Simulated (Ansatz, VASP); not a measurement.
# TiPt3: VASP beside Ansatz

INCAR

```
SYSTEM = TiPt3
ALGO     = Normal         ! electronic algorithm
EDIFF    = 1E-8           ! SCF threshold, eV
ENCUT    = 520            ! plane-wave cutoff, eV
GGA      = PS             ! functional
ISIF     = 2              ! what is computed and relaxed
ISMEAR   = -1             ! smearing method
LASPH    = .TRUE.         ! aspherical terms in the spheres
LCHARG   = .FALSE.        ! write CHGCAR
LEFG     = .TRUE.       
LREAL    = .FALSE.        ! projectors in reciprocal space
LWAVE    = .FALSE.        ! write WAVECAR
NBANDS   = 29             ! bands
NELM     = 100            ! most SCF steps
PREC     = Accurate       ! precision mode
SIGMA    = 0.05           ! smearing width, eV
```

The input KPOINTS:

```
k-points
0
G
  9 9 9
  0 0 0
```

Contents of POSCAR:

```
TiPt3
1.0
    3.9099469390      0.0000000000      0.0000000000
    0.0000000000      3.9099469390      0.0000000000
    0.0000000000      0.0000000000      3.9099469390
Ti Pt
1 3
Direct
    0.0000000000      0.0000000000      0.0000000000
    0.0000000000      0.5000000000      0.5000000000
    0.5000000000      0.0000000000      0.5000000000
    0.5000000000      0.5000000000      0.0000000000
```

Input for Ansatz:

```yaml
crystal:
  lattice:
    - [3.909946939, 0.0, 0.0]
    - [0.0, 3.909946939, 0.0]
    - [0.0, 0.0, 3.909946939]
  atoms:
    - { symbol: Ti, position: [0.0, 0.0, 0.0] }
    - { symbol: Pt, position: [0.0, 0.5, 0.5] }
    - { symbol: Pt, position: [0.5, 0.0, 0.5] }
    - { symbol: Pt, position: [0.5, 0.5, 0.0] }
kpoints:
  mp_grid: { grid: [9, 9, 9] }
scf:
  occupations: { method: fermi_dirac, width: 0.05 }
hamiltonian:
  xc: pbesol
  pseudopotentials: { kind: paw }
output:
  forces: true
  stress: true
  eigenvalues: true
  efg: { contact_densities: true }
```

Change from the starting cell: volume scaled by 1.01, PAW files.

Alike in both runs: task electric field gradients; functional PBEsol; k mesh 9 × 9 × 9; occupations fermi-dirac, width 0.05 eV; no spin polarisation.

|  | VASP | Ansatz |
| --- | --- | --- |
| version | VASP 6.6.1 | Ansatz 0.2.0 |
| potentials or method | VASP PAW PBE potentials, release 64 (Ti_sv, Pt) | PAW with Ansatz's default frozen-core files, scalar-relativistic |
| plane-wave cutoff (eV) | 520 | 420 |
| valence electrons in the cell | 42 | 66 |

|  | VASP | Ansatz | Ansatz less VASP |
| --- | --- | --- | --- |
| pressure (GPa) | -2.4 | -2.1 | +0.27 |
| size of Vzz on the site where it differs most (V/Å²) | 66.1 | 75.7 | +9.60 |

VASP's potentials were made for PBE, not for PBEsol. The functional is the same, so the differences come from potentials, cutoffs and numerics. VASP's potentials hold 42 valence electrons a cell and Ansatz's 66, so a difference there can come from the potentials and not from the codes.

Neither program's run includes spin-orbit coupling.
